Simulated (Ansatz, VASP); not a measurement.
# MoS2: VASP beside Ansatz

```
Mo S
1.0
     3.18413    0.00000    0.00000
    -1.59206    2.75753    0.00000
     0.00000    0.00000   17.33460
Mo S
1 2
Direct
  0.00000 0.00000 0.00000
  0.33333 0.66667 0.91051
  0.33333 0.66667 0.08949
```

Alike in both runs: functional HSE06; k mesh 6 × 6 × 2; no spin polarisation.

```csv
,VASP,Ansatz
version,VASP 6.6.1,Ansatz 0.2.0
potentials or method,"VASP PAW PBE potentials, release 64 (Mo_sv, S)",Ansatz PAW
plane-wave cutoff (eV),520,420
occupations,"gaussian, width 0.01 eV",fixed
valence electrons in the cell,26,26
task,single point,band structure
```

|  | VASP | Ansatz | Ansatz less VASP |
| --- | --- | --- | --- |
| gap on the k mesh at the Fermi level (eV) | 2.11 | 2.10 | -0.015 |
| least direct gap on the mesh (eV) | 2.11 | 2.11 | -0.002 |
| rms of the force components (eV/Å) | 0.152 | 0.139 | -0.0132 |

Atom by atom the forces differ by 0.013 eV/Å (rms over components).
